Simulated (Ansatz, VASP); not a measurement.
## One calculation of SnSe, two programs

File POSCAR:

```
SnSe
1.0
    0.0000000000      3.0690345955      3.0690345955
    3.0690345955      0.0000000000      3.0690345955
    3.0690345955      3.0690345955      0.0000000000
Sn Se
1 1
Direct
    0.0000000000      0.0000000000      0.0000000000
    0.5000000000      0.5000000000      0.5000000000
```

Contents of INCAR.step1:

```
ALGO = Normal
EDIFF = 1E-4
ENCUT = 520
GGA = PE
ISMEAR = 0
ISPIN = 2
LASPH = T
LCHARG = F
LREAL = F
LWAVE = T
MAGMOM = 0.5 0
NBANDS = 21
NELM = 150
PREC = Accurate
SIGMA = 0.02
```

The input INCAR.step2:

```
ALGO = Normal
EDIFF = 1E-7
ENCUT = 520
ISIF = 2
ISMEAR = 0
ISPIN = 2
ISTART = 1
LASPH = T
LCHARG = F
LMIXTAU = T
LORBIT = 11
LREAL = F
LWAVE = F
MAGMOM = 0.5 0
METAGGA = R2SCAN
NBANDS = 21
NELM = 150
PREC = Accurate
SIGMA = 0.02
```

KPOINTS

```
k-points
0
Gamma
  8 8 8
```

File input.yaml:

```yaml
crystal:
  lattice:
    - [0.0, 3.0690345955, 3.0690345955]
    - [3.0690345955, 0.0, 3.0690345955]
    - [3.0690345955, 3.0690345955, 0.0]
  atoms:
    - { symbol: Sn, position: [0.0, 0.0, 0.0], spin: 0.5 }
    - { symbol: Se, position: [0.5, 0.5, 0.5] }
hamiltonian:
  xc: r2scan
  pseudopotentials: { kind: nc, accuracy: stringent }
magnetization:
  spin_polarized: true
kpoints:
  mp_grid: { grid: [8, 8, 8] }
scf:
  occupations: { method: gaussian, width: 0.02 }
output:
  forces: true
  stress: true
  eigenvalues: true
```

Alike in both runs: task single point; functional r2SCAN; k mesh 8 × 8 × 8; occupations gaussian, width 0.02 eV; collinear spin.

|  | VASP | Ansatz |
| --- | --- | --- |
| version | VASP 6.6.1 | Ansatz 0.2.0 |
| potentials or method | VASP PAW PBE potentials, release 64 (Sn_d, Se) | PseudoDojo stringent (PBE files) |
| plane-wave cutoff (eV) | 520 | 1415 |
| valence electrons in the cell | 20 | 46 |

|  | VASP | Ansatz | Ansatz less VASP |
| --- | --- | --- | --- |
| gap on the k mesh at the Fermi level (eV) | 0.20 | 0.17 | -0.035 |
| least direct gap on the mesh (eV) | 0.20 | 0.17 | -0.035 |
| pressure (GPa) | -2.9 | -2.9 | -0.04 |
| net moment per atom (μB) | 0.00 | 0.00 | 0.000 |

VASP's potentials were made for PBE, not for r2SCAN. VASP's potentials hold 20 valence electrons a cell and Ansatz's 46, so a difference there can come from the potentials and not from the codes.

Noted on Ansatz's run: the meta-GGA runs on potentials made for a GGA.
